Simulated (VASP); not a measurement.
# SiNi3 (an interface model) in VASP: single point with PBE

Aim: the single point of SiNi3 (an interface model) with PBE.

Everything below comes from runs of VASP 6.6.1. Logs are shortened: lines on timing, memory, paths and dates and some standing lists are left out, and cuts for length are marked.

**1. The cell of the first run**

The cell holds layers of an interface, 24 atoms: a = 4.959 Å, b = 4.959 Å, c = 12.134 Å, α = 90.00°, β = 90.00°, γ = 120.00°.

**2. Single point, PBE**

Input file INCAR:

```
SYSTEM = SiNi3
  PREC = Accurate
  ENCUT = 520
  EDIFF = 1E-6
  ISMEAR = 0
  SIGMA = 0.1
  LREAL = Auto
  LASPH = .TRUE.
  NELM = 100
  ALGO = Fast
  ISIF = 2
  LWAVE = .FALSE.
  LCHARG = .FALSE.
  GGA = PE
  NBANDS = 120
```

Input file KPOINTS:

```
regular mesh
0
G
  12 12 3
  0 0 0
```

Input file POSCAR:

```
SiNi3
1.0
    4.9586111077      0.0000000000      0.0000000000
   -2.4793055538      4.2942831867      0.0000000000
    0.0000000000      0.0000000000     12.1341075438
Ni Si
18 6
Direct
    0.4989252399      0.5010747601      0.0000000000
    0.4989252399     -0.0021495203      0.0000000000
    0.8337669940      0.1662330060      0.3328875499
    0.1662330060      0.8337669940      0.1671124501
    0.1662330060      0.3324660119      0.1671124501
    0.8337669940      0.6675339881      0.3328875499
    0.0021495203      0.5010747601      0.0000000000
    0.6675339881      0.8337669940      0.1671124501
    0.3324660119      0.1662330060      0.3328875499
    0.5010747601      0.4989252399      0.5000000000
    0.8337669940      0.1662330060      0.6671124501
    0.1662330060      0.8337669940      0.8328875499
    0.5010747601      0.0021495203      0.5000000000
    0.1662330060      0.3324660119      0.8328875499
    0.8337669940      0.6675339881      0.6671124501
    0.6675339881      0.8337669940      0.8328875499
    0.3324660119      0.1662330060      0.6671124501
   -0.0021495203      0.4989252399      0.5000000000
    0.0000000000      0.0000000000      0.0000000000
    0.6666666667      0.3333333333      0.1646758674
    0.3333333333      0.6666666667      0.3353241326
    0.6666666667      0.3333333333      0.8353241326
    0.3333333333      0.6666666667      0.6646758674
    0.0000000000      1.0000000000      0.5000000000
```

Potentials or basis: VASP PAW PBE potentials, release 64 (Ni, Si).

On the command line:

```bash
$ cat potpaw_PBE.64/Ni/POTCAR potpaw_PBE.64/Si/POTCAR > POTCAR
$ mpirun -np 1 vasp_std > vasp.out
```

OUTCAR:

```text
SYSTEM = SiNi3
   PREC = Accurate
   ENCUT = 520
   EDIFF = 1E-6
   ISMEAR = 0
   LREAL = Auto
   LASPH = .TRUE.
   NELM = 100
   ISIF = 2
   GGA = PE

 ion  position               nearest neighbor table
   1  0.499  0.501  0.000-   2 2.46   7 2.46  20 2.46  22 2.46  19 2.48  19 2.48  16 2.48   8 2.48
                             5 2.48  14 2.48   2 2.50   7 2.50
   2  0.499  0.998  0.000-   1 2.46   7 2.46  20 2.46  22 2.46  19 2.48  19 2.48  16 2.48   8 2.48
                             4 2.48  12 2.48   1 2.50   7 2.50
   3  0.834  0.166  0.333-   8 2.47   5 2.47   6 2.47   9 2.47  21 2.48  21 2.48  24 2.48  18 2.48
                            13 2.48   6 2.49   9 2.49  20 2.50
   4  0.166  0.834  0.167-   9 2.47   6 2.47   5 2.47   8 2.47  20 2.48  20 2.48  19 2.48   7 2.48
                             2 2.48   5 2.49   8 2.49  21 2.50
   5  0.166  0.332  0.167-   9 2.47   3 2.47   4 2.47   8 2.47  20 2.48  20 2.48  19 2.48   7 2.48
                             1 2.48   4 2.49   8 2.49  21 2.50
   6  0.834  0.668  0.333-   8 2.47   4 2.47   3 2.47   9 2.47  21 2.48  21 2.48  24 2.48  18 2.48
                            10 2.48   3 2.49   9 2.49  20 2.50
   7  0.002  0.501  0.000-   2 2.46   1 2.46  20 2.46  22 2.46  19 2.48  19 2.48   4 2.48  12 2.48
                             5 2.48  14 2.48   2 2.50   1 2.50
   8  0.668  0.834  0.167-   6 2.47   3 2.47   5 2.47   4 2.47  20 2.48  20 2.48  19 2.48   1 2.48
                             2 2.48   5 2.49   4 2.49  21 2.50
   9  0.332  0.166  0.333-   5 2.47   4 2.47   6 2.47   3 2.47  21 2.48  21 2.48  24 2.48  10 2.48
                            13 2.48   6 2.49   3 2.49  20 2.50
  10  0.501  0.499  0.500-  13 2.46  18 2.46  21 2.46  23 2.46  24 2.48  24 2.48   9 2.48  17 2.48
                            15 2.48   6 2.48  13 2.50  18 2.50
  11  0.834  0.166  0.667-  16 2.47  14 2.47  15 2.47  17 2.47  23 2.48  23 2.48  24 2.48  18 2.48
                            13 2.48  15 2.49  17 2.49  22 2.50
[... 9 lines left out ...]
                             2 2.48  14 2.49  12 2.49  23 2.50
  17  0.332  0.166  0.667-  14 2.47  12 2.47  15 2.47  11 2.47  23 2.48  23 2.48  24 2.48  10 2.48
                            13 2.48  15 2.49  11 2.49  22 2.50
  18  0.998  0.499  0.500-  13 2.46  10 2.46  21 2.46  23 2.46  24 2.48  24 2.48   3 2.48  11 2.48
                            15 2.48   6 2.48  13 2.50  10 2.50
  19  0.000  0.000  0.000-   7 2.48   2 2.48   1 2.48   1 2.48   7 2.48   2 2.48   5 2.48  14 2.48
                             8 2.48  16 2.48   4 2.48  12 2.48
  20  0.667  0.333  0.165-   2 2.46   1 2.46   7 2.46   8 2.48   8 2.48   4 2.48   4 2.48   5 2.48
                             5 2.48   3 2.50   6 2.50   9 2.50
  21  0.333  0.667  0.335-  13 2.46  10 2.46  18 2.46   9 2.48   9 2.48   3 2.48   3 2.48   6 2.48
                             6 2.48   4 2.50   5 2.50   8 2.50
  22  0.667  0.333  0.835-   2 2.46   1 2.46   7 2.46  16 2.48  16 2.48  12 2.48  12 2.48  14 2.48
                            14 2.48  11 2.50  15 2.50  17 2.50
  23  0.333  0.667  0.665-  13 2.46  10 2.46  18 2.46  17 2.48  17 2.48  11 2.48  11 2.48  15 2.48
                            15 2.48  12 2.50  14 2.50  16 2.50
  24  0.000  0.000  0.500-  18 2.48  13 2.48  10 2.48  10 2.48  18 2.48  13 2.48  15 2.48   6 2.48
                            17 2.48   9 2.48   3 2.48  11 2.48

  LATTYP: Found a hexagonal cell.
 ALAT       =     4.9586111077
 C/A-ratio  =     2.4470778773

  Lattice vectors:

 A1 = (   4.9586111077,   0.0000000000,   0.0000000000)
 A2 = (  -2.4793055538,   4.2942831867,   0.0000000000)
 A3 = (   0.0000000000,   0.0000000000,  12.1341075438)

Analysis of symmetry for initial positions (statically):
=====================================================================
 Subroutine PRICEL returns:
 Original cell was already a primitive cell.

 Routine SETGRP: Setting up the symmetry group for a
 hexagonal supercell.

 Subroutine GETGRP returns: Found 24 space group operations
 (whereof 12 operations were pure point group operations)
 out of a pool of 24 trial point group operations.

The static configuration has the point symmetry D_3h.
 The point group associated with its full space group is D_6h.

Analysis of symmetry for dynamics (positions and initial velocities):
=====================================================================
 Subroutine PRICEL returns:
 Original cell was already a primitive cell.

 Routine SETGRP: Setting up the symmetry group for a
 hexagonal supercell.

 Subroutine GETGRP returns: Found 24 space group operations
 (whereof 12 operations were pure point group operations)
 out of a pool of 24 trial point group operations.

The dynamic configuration has the point symmetry D_3h.
 The point group associated with its full space group is D_6h.

 Subroutine INISYM returns: Found 24 space group operations
 (whereof 12 operations are pure point group operations),
 and found     1 'primitive' translations

----------------------------------------------------------------------------------------

                                     Primitive cell

  volume of cell :     258.3798

  direct lattice vectors                    reciprocal lattice vectors
     4.958611108  0.000000000  0.000000000     0.201669374  0.116433868  0.000000000
    -2.479305554  4.294283187  0.000000000     0.000000000  0.232867735  0.000000000
     0.000000000  0.000000000 12.134107544     0.000000000  0.000000000  0.082412324

  length of vectors
     4.958611108  4.958611108 12.134107544     0.232867735  0.232867735  0.082412324

  position of ions in fractional coordinates (direct lattice)
     0.498925240  0.501074760  0.000000000
     0.498925240  0.997850480  0.000000000
     0.833766994  0.166233006  0.332887550
     0.166233006  0.833766994  0.167112450
     0.166233006  0.332466012  0.167112450
     0.833766994  0.667533988  0.332887550
[... 16 lines left out ...]
     0.333333333  0.666666667  0.664675867
     0.000000000  0.000000000  0.500000000

  ion indices of the primitive-cell ions
   primitive index   ion index
                 1           1
                 2           2
                 3           3
                 4           4
                 5           5
                 6           6
[... 16 lines left out ...]
                23          23
                24          24

----------------------------------------------------------------------------------------

 KPOINTS: regular mesh

Automatic generation of k-mesh.
 Grid dimensions read from file:
 generate k-points for:   12   12    3

 Generating k-lattice:

  Cartesian coordinates                     Fractional coordinates (reciprocal lattice)
     0.016805781  0.009702822  0.000000000     0.083333333 -0.000000000  0.000000000
     0.000000000  0.019405645  0.000000000     0.000000000  0.083333333  0.000000000
     0.000000000  0.000000000  0.027470775     0.000000000  0.000000000  0.333333333

  Length of vectors
     0.019405645  0.019405645  0.027470775

  Shift w.r.t. Gamma in fractional coordinates (k-lattice)
     0.000000000  0.000000000  0.000000000

 Subroutine IBZKPT returns following result:
 ===========================================

 Found     38 irreducible k-points:

 Following reciprocal coordinates:
            Coordinates               Weight
  0.000000  0.000000  0.000000      1.000000
  0.083333  0.000000  0.000000      6.000000
  0.166667  0.000000  0.000000      6.000000
  0.250000  0.000000  0.000000      6.000000
  0.333333  0.000000  0.000000      6.000000
  0.416667  0.000000  0.000000      6.000000
[... 16 lines left out ...]
  0.250000  0.000000  0.333333     12.000000
  0.333333  0.000000  0.333333     12.000000
 [... further k-points ...]
   k-points           NKPTS =     38   k-points in BZ     NKDIM =     38   number of bands    NBANDS=    120
   number of dos      NEDOS =    301   number of ions     NIONS =     24
   total plane-waves  NPLWV = 144000
   dimension x,y,z NGX =    40 NGY =   40 NGZ =   90
   dimension x,y,z NGXF=    80 NGYF=   80 NGZF=  180
   ions per type =              18   6
   NGX,Y,Z   is equivalent  to a cutoff of  13.41, 13.41, 12.33 a.u.
   NGXF,Y,Z  is equivalent  to a cutoff of  26.82, 26.82, 24.66 a.u.
 SYSTEM =  SiNi3
   PREC   = accura    normal or accurate (medium, high low for compatibility)
   ISTART =      0    job   : 0-new  1-cont  2-samecut
   ICHARG =      2    charge: 1-file 2-atom 10-const
   ISPIN  =      1    spin polarized calculation?
   LNONCOLLINEAR =      F non collinear calculations
   LSORBIT =      F    spin-orbit coupling
   LASPH  =      T    aspherical Exc in radial PAW
   ENCUT  =  520.0 eV  38.22 Ry    6.18 a.u.   9.22  9.22 22.56*2*pi/ulx,y,z
   NELM   =    100;   NELMIN=  2; NELMDL= -5     # of ELM steps
   EDIFF  = 0.1E-05   stopping-criterion for ELM
   LREAL  =      T    real-space projection
   EDIFFG = 0.1E-04   stopping-criterion for IOM
   NSW    =      0    number of steps for IOM
   IBRION =     -1    ionic relax: 0-MD 1-quasi-New 2-CG
   NFREE  =      0    steps in history (QN), initial steepest desc. (CG)
   ISIF   =      2    stress and relaxation
   ISYM   =      2    0-nonsym 1-usesym 2-fastsym
   POTIM  = 0.5000    time-step for ionic-motion
   TEBEG  =    0.0;   TEEND  =   0.0 temperature during run
   PSTRESS=    0.0 pullay stress
   NELECT =     204.0000    total number of electrons
   NUPDOWN=      -1.0000    fix difference up-down
   EMIN   =  10.00;   EMAX   =-10.00  energy-range for DOS
   EFERMI =   0.00;   METHOD = LEGACY
   ISMEAR =     0;   SIGMA  =   0.10  broadening in eV -4-tet -1-fermi 0-gaus
   EFERMI_NEDOS =   21; number of points for ismear=-14 and -15
   IALGO  =     68    algorithm
   IMIX   =      4    mixing-type and parameters
     AMIX     =   0.40;   BMIX     =  1.00
     AMIX_MAG =   1.60;   BMIX_MAG =  1.00
  volume/ion in A,a.u.               =      10.77        72.65
  Fermi-wavevector in a.u.,A,eV,Ry     =   1.513092  2.859329 31.149827  2.289448
  Thomas-Fermi vector in A             =   2.622929
   LORBIT       =      0    0 simple, 1 ext, 2 COOP (PROOUT), +10 PAW based schemes
   GGA     = PE    functional components
   LHFCALC =     F    Hartree Fock is set to
   AEXX    =    0.0000 exact exchange contribution
   IVDW    =     0    specifies the selected vdW correction
   LEPSILON=     F    determine dielectric tensor
   LRPA    =     F    only Hartree local field effects (RPA)
 non-spin polarized calculation
 RMM-DIIS sequential band-by-band and
 Gauss-broadening in eV      SIGMA  =   0.10
  energy-cutoff  :      520.00
  volume of cell :      258.38
 maximum number of plane-waves:      6977
 NGX is ok and might be reduce to    40
   NGX = 19   NGY = 19   NGZ = 45

 number of electron     203.9999965 magnetization

 Free energy of the ion-electron system (eV)
  ---------------------------------------------------
  ext. energy  EPLUGINS =         0.00000000
  ---------------------------------------------------
  free energy    TOTEN  =      -141.54796246 eV

  energy without entropy =     -141.48398118  energy(sigma->0) =     -141.51597182

 E-fermi :  10.6972     XC(G=0): -13.1014

 val. band max:       10.6928244363   @ k =   0.2500   0.1667   0.0000
 cond. band min:      10.7003692261   @ k =   0.1667   0.0000   0.3333
 fundamental gap:      0.0075447897
 Fermi energy:        10.6971785409

 k-point     1 :       0.0000    0.0000    0.0000
  band No.  band energies     occupation
      1      -1.2624      2.00000
      2      -0.3529      2.00000
      3      -0.2864      2.00000
      4       1.8095      2.00000
      5       1.8721      2.00000
      6       2.5642      2.00000
[... 2797 lines left out ...]
    113      12.9907      0.00000
    114      13.1457      0.00000

 [... further k-points ...]

 [bands above 114 left out]

------------------------ aborting loop because EDIFF is reached ----------------------------------------

  FORCE on cell =-STRESS in cart. coord.  units (eV):
  Direction    XX          YY          ZZ          XY          YZ          ZX
  --------------------------------------------------------------------------------------
  -------------------------------------------------------------------------------------
  Total        1.0892588      1.0892588     -0.1615202      0.0000000      0.0000000     -0.0000000
  in kB        6.7543426      6.7543426     -1.0015640      0.0000000      0.0000000     -0.0000000
  external PRESSURE =       4.1690404 kB  Pullay stress =       0.0000000 kB

 VOLUME and BASIS-vectors are now :
 -----------------------------------------------------------------------------
  energy-cutoff  :      520.00
  volume of cell :      258.38
      direct lattice vectors                 reciprocal lattice vectors
     4.958611108  0.000000000  0.000000000     0.201669374  0.116433868  0.000000000
    -2.479305554  4.294283187  0.000000000     0.000000000  0.232867735  0.000000000
     0.000000000  0.000000000 12.134107544     0.000000000  0.000000000  0.082412324

 POSITION                                       TOTAL-FORCE (eV/Angst)
 -----------------------------------------------------------------------------------
      1.23166      2.15176      0.00000         0.008958     -0.005172      0.000000
      0.00000      4.28505      0.00000         0.000000      0.010343     -0.000000
      3.72218      0.71385      4.03929        -0.000871      0.000503      0.004682
     -1.24288      3.58043      2.02776         0.000871     -0.000503     -0.004682
      0.00000      1.42770      2.02776         0.000000      0.001005     -0.004682
      2.47931      2.86658      4.03929        -0.000000     -0.001005      0.004682
[... 16 lines left out ...]
     -0.00000      2.86286      8.06525         0.000000      0.000000      0.027623
      0.00000      0.00000      6.06705         0.000000      0.000000      0.000000
 -----------------------------------------------------------------------------------
    total drift:                                0.000000     -0.000000      0.000000

  FREE ENERGIE OF THE ION-ELECTRON SYSTEM (eV)
  ---------------------------------------------------
  free  energy   TOTEN  =      -141.5479624594 eV

  energy  without entropy=     -141.4839811752  energy(sigma->0) =     -141.51597182
```

Wall time 68 min (1 thread of Oxide Virtual Turin-like, shared host); peak memory 0.81 GiB.

Results:

```
Free energy            : -141.5480 eV
Pressure               : 0.4 GPa
Largest force          : 0.028 eV/Å
Band gap on the k mesh : zero (bands 102 and 103 overlap by 0.12 eV)
```

Forces on the atoms (eV/Å):
```
Ni   0.009 -0.005  0.000
Ni   0.000  0.010  0.000
Ni  -0.001  0.001  0.005
Ni   0.001 -0.001 -0.005
Ni   0.000  0.001 -0.005
Ni   0.000 -0.001  0.005
Ni  -0.009 -0.005  0.000
Ni  -0.001 -0.001 -0.005
Ni   0.001  0.001  0.005
Ni  -0.009  0.005  0.000
Ni  -0.001  0.001 -0.005
Ni   0.001 -0.001  0.005
Ni   0.000 -0.010  0.000
Ni   0.000  0.001  0.005
Ni   0.000 -0.001 -0.005
Ni  -0.001 -0.001  0.005
Ni   0.001  0.001 -0.005
Ni   0.009  0.005  0.000
Si   0.000  0.000  0.000
Si   0.000  0.000  0.028
Si   0.000  0.000 -0.028
Si   0.000  0.000 -0.028
Si   0.000  0.000  0.028
Si   0.000  0.000  0.000
```

Levels at points of the mesh, in eV from the Fermi level:
```
           k point  band 99  band 100  band 101  band 102  band 103  band 104  band 105  band 106
(0.00, 0.00, 0.00)    -0.12     -0.12     -0.06     -0.01      0.04      0.04      0.09      0.09
(0.50, 0.00, 0.00)    -0.26     -0.08     -0.06     -0.04      0.15      0.51      0.61      0.64
```

Spin polarisation is off, so any magnetic state and its effect on volume and gap are missing.
